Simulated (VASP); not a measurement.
# SiH10C20 in VASP: further runs, part 2 of 3

VASP 6.6.1. Earlier steps stand in the parts before.

**3. Single point, PBE, collinear spin, zero start**

Input file INCAR:

```
SYSTEM = SiH10C20
  ALGO = Normal
  EDIFF = 1E-7
  ENCUT = 520
  GGA = PE
  ISIF = 2
  ISMEAR = 0
  ISPIN = 2
  LASPH = .TRUE.
  LCHARG = .FALSE.
  LORBIT = 11
  LREAL = Auto
  LWAVE = .FALSE.
  MAGMOM = 0 0 0 0 0 0 0 0 0 0 0 0 0 0 0 0 0 0 0 0 0 0 0 0 0 0 0 0 0 0 0
  NBANDS = 72
  NELM = 150
  PREC = Accurate
  SIGMA = 0.02
```

Input file KPOINTS:

```
k-points
0
G
  2 2 1
  0 0 0
```

Input file POSCAR:

```
SiH10C20
1.0
    5.0487420000      0.0000000000      0.0000000000
    0.0000000000      5.0487420000      0.0000000000
    0.0000000000      0.0000000000     15.8355610000
H C Si
10 20 1
Direct
    0.4277869616      0.0000000000      0.0631490100
    0.0722132365      0.0000000000      0.0631490100
    0.9277869616      0.0000000000      0.0631490100
    0.5722132365      0.0000000000      0.0631490100
    0.4277869616      0.5000000000      0.0631490100
    0.0722132365      0.5000000000      0.0631490100
    0.9277869616      0.5000000000      0.0631490100
    0.5722132365      0.5000000000      0.0631490100
    0.2455914761      0.5027430596      0.3884518521
    0.7488473366      0.5012664541      0.3883225861
    0.2500000990      0.0000000000      0.1032296867
    0.7500000990      0.0000000000      0.1032296867
    0.2500000990      0.5000000000      0.1032296867
    0.7500000990      0.5000000000      0.1032296867
    0.2500000990      0.2500000990      0.1595901781
    0.7500000990      0.2500000990      0.1595901781
    0.2500000990      0.7500000990      0.1595901781
    0.7500000990      0.7500000990      0.1595901781
   -0.0009810365      0.2520544722      0.2104668095
    0.4968055409      0.2462510463      0.2134927837
   -0.0013789574      0.7515515746      0.2193559799
    0.4973928159      0.7480576350      0.2216925564
   -0.0043295934      0.0198756443      0.2695439713
    0.4915822595      0.0114206668      0.2777261885
   -0.0019202803      0.4838728143      0.2727324280
    0.4957710257      0.4792928615      0.2739522774
    0.2293092022      0.0838632673      0.3286606644
    0.7493789542      0.0831529914      0.3244867675
    0.2436906065      0.4101578175      0.3254002179
    0.7486332239      0.4131229126      0.3239248044
    0.9175675842     -0.0348435313      0.4245461212
```

Potentials or basis: VASP PAW PBE potentials, release 64 (H, C, Si).

Command:

```bash
$ cat potpaw_PBE.64/H/POTCAR potpaw_PBE.64/C/POTCAR potpaw_PBE.64/Si/POTCAR > POTCAR
$ mpirun -np 1 vasp_std > vasp.out
```

OUTCAR:

```text
SYSTEM = SiH10C20
   EDIFF = 1E-7
   ENCUT = 520
   GGA = PE
   ISIF = 2
   ISMEAR = 0
   ISPIN = 2
   LASPH = .TRUE.
   LORBIT = 11
   LREAL = Auto
   NELM = 150
   PREC = Accurate

 ion  position               nearest neighbor table
   1  0.428  0.000  0.063-   4 0.73  11 1.10
   2  0.072  0.000  0.063-   3 0.73  11 1.10
   3  0.928  0.000  0.063-   2 0.73  12 1.10
   4  0.572  0.000  0.063-   1 0.73  12 1.10
   5  0.428  0.500  0.063-   8 0.73  13 1.10
   6  0.072  0.500  0.063-   7 0.73  13 1.10
   7  0.928  0.500  0.063-   6 0.73  14 1.10
   8  0.572  0.500  0.063-   5 0.73  14 1.10
   9  0.246  0.503  0.388-  29 1.10
  10  0.749  0.501  0.388-  30 1.11
  11  0.250  0.000  0.103-   2 1.10   1 1.10  17 1.55  15 1.55
  12  0.750  0.000  0.103-   4 1.10   3 1.10  18 1.55  16 1.55
  13  0.250  0.500  0.103-   6 1.10   5 1.10  15 1.55  17 1.55
  14  0.750  0.500  0.103-   8 1.10   7 1.10  16 1.55  18 1.55
  15  0.250  0.250  0.160-  19 1.50  20 1.51  13 1.55  11 1.55
  16  0.750  0.250  0.160-  19 1.49  20 1.54  14 1.55  12 1.55
  17  0.250  0.750  0.160-  11 1.55  13 1.55  21 1.58  22 1.59
  18  0.750  0.750  0.160-  12 1.55  14 1.55  21 1.57  22 1.61
  19  0.999  0.252  0.210-  16 1.49  23 1.50  15 1.50  25 1.53
[... 772 lines left out ...]
  energy-cutoff  :      520.00
  volume of cell :      403.65
      direct lattice vectors                 reciprocal lattice vectors
     5.048742000  0.000000000  0.000000000     0.198069143  0.000000000  0.000000000
     0.000000000  5.048742000  0.000000000     0.000000000  0.198069143  0.000000000
     0.000000000  0.000000000 15.835561000     0.000000000  0.000000000  0.063149010

 POSITION                                       TOTAL-FORCE (eV/Angst)
 -----------------------------------------------------------------------------------
      2.15979      0.00000      1.00000        -8.929711     -0.036780      0.047520
      0.36459      0.00000      1.00000         8.937332     -0.062704      0.049454
      4.68416      0.00000      1.00000        -8.922110     -0.057176      0.050520
      2.88896      0.00000      1.00000         8.932799     -0.042216      0.046644
      2.15979      2.52437      1.00000        -8.926519      0.068707      0.029622
      0.36459      2.52437      1.00000         8.948147      0.025355      0.066227
[... 23 lines left out ...]
      3.77966      2.08575      5.12953        -0.009139     -0.031542      0.013850
      4.63256      4.87283      6.72293         1.357237      0.187640     -0.353843
 -----------------------------------------------------------------------------------
    total drift:                                0.021315      0.003390      0.013255

  FREE ENERGIE OF THE ION-ELECTRON SYSTEM (eV)
  ---------------------------------------------------
  free  energy   TOTEN  =      -204.2099623855 eV

  energy  without entropy=     -204.2083916366  energy(sigma->0) =     -204.20917701

 total charge

# of ion       s       p       d       tot
------------------------------------------
    1        0.743   0.102   0.000   0.845
    2        0.743   0.102   0.000   0.845
    3        0.742   0.102   0.000   0.844
    4        0.743   0.102   0.000   0.845
    5        0.743   0.102   0.000   0.845
    6        0.742   0.102   0.000   0.844
[... 23 lines left out ...]
   30        0.837   1.690   0.000   2.527
   31        0.898   0.662   0.000   1.560
--------------------------------------------------
tot         24.819  36.216   0.000  61.035

 magnetization (x)

# of ion       s       p       d       tot
------------------------------------------
    1       -0.000  -0.000   0.000  -0.000
    2       -0.000  -0.000   0.000  -0.000
    3       -0.000  -0.000   0.000  -0.000
    4       -0.000  -0.000   0.000  -0.000
    5       -0.000  -0.000   0.000  -0.000
    6       -0.000  -0.000   0.000  -0.000
[... 23 lines left out ...]
   30        0.000   0.000   0.000   0.000
   31        0.000   0.000   0.000   0.000
--------------------------------------------------
tot          0.000   0.000   0.000   0.000
```

OSZICAR:

```text
N       E                     dE             d eps       ncg     rms          rms(c)
DAV:   1     0.577956367854E+03    0.57796E+03   -0.41869E+04  1152   0.112E+03
DAV:   2    -0.144344830332E+03   -0.72230E+03   -0.67396E+03  1592   0.264E+02
DAV:   3    -0.217040458751E+03   -0.72696E+02   -0.71910E+02  1456   0.820E+01
DAV:   4    -0.219032038883E+03   -0.19916E+01   -0.19853E+01  1608   0.153E+01
[... 21 lines left out ...]
DAV:  26    -0.204209957475E+03   -0.76164E-05   -0.32993E-06  1208   0.915E-03    0.867E-03
DAV:  27    -0.204209960122E+03   -0.26467E-05   -0.16625E-06  1376   0.505E-03    0.297E-03
DAV:  28    -0.204209961290E+03   -0.11687E-05   -0.19342E-07  1136   0.182E-03    0.101E-03
DAV:  29    -0.204209962354E+03   -0.10639E-05   -0.16517E-07  1040   0.156E-03    0.150E-03
DAV:  30    -0.204209962385E+03   -0.31344E-07   -0.48350E-08  1096   0.109E-03
   1 F= -.20420996E+03 E0= -.20420918E+03  d E =-.157075E-02  mag=    -0.0000
```

stdout:

```text
POSCAR found type information on POSCAR H C Si
 POSCAR found :  3 types and      31 ions
 scaLAPACK will be used
 LDA part: xc-table for (Slater+PW92), standard interpolation
 POSCAR, INCAR and KPOINTS ok, starting setup
 FFT: planning ... GRIDC
 FFT: planning ... GRID_SOFT
 FFT: planning ... GRID
 WAVECAR not read
 entering main loop
```

It took 5.8 min on 1 thread of Intel Xeon 6975P-C (Granite Rapids), shared host; peak memory 0.66 GiB.

Results:

```yaml
Free_energy: -204.2100 eV
Largest_force: 8.948 eV/Å
Band_gap_on_the_k_mesh: 0.05 eV (least direct gap 0.10 eV)
Net_moment: 0.00 μB per cell
Valence_electrons_inside_the_program's_atomic_spheres: H 0.84, 0.69, 0.68 (each value once); C 2.68, 2.60, 2.59, 2.51, 2.67, 2.61, 2.49, 2.46, 2.58, 2.56, 2.41, 2.52, 2.54, 2.53 (each value once); Si 1.56
```

Forces in eV/Å, atoms in the order of the input:
```
H   -8.930 -0.037  0.048
H    8.937 -0.063  0.049
H   -8.922 -0.057  0.051
H    8.933 -0.042  0.047
H   -8.927  0.069  0.030
H    8.948  0.025  0.066
H   -8.923  0.023  0.088
H    8.933  0.069  0.015
H   -0.040  0.026  0.031
H   -0.003  0.008  0.009
C    0.078 -0.132  1.018
C   -0.116 -0.120  1.042
C    0.208  0.151  1.004
C   -0.336  0.144  1.050
C   -0.010 -0.020 -2.814
C   -0.559 -0.096 -2.678
C   -0.084 -0.050  0.524
C   -0.275 -0.017  0.571
C   -0.002  0.028 -0.047
C   -0.009 -0.039  0.034
C   -0.010  0.008 -0.025
C   -0.006 -0.011  0.038
C   -0.039 -0.001 -0.093
C   -0.035 -0.053  0.110
C   -0.020  0.052 -0.015
C   -0.018  0.005  0.015
C   -0.106 -0.043  0.109
C    0.016  0.007  0.049
C   -0.034  0.009  0.015
C   -0.009 -0.032  0.014
Si   1.357  0.188 -0.354
```

Caveat: the k points lie up to 0.62 Å⁻¹ apart; there is no dipole correction, which matters where the two faces differ.

(Continued in part 3 of 3.)
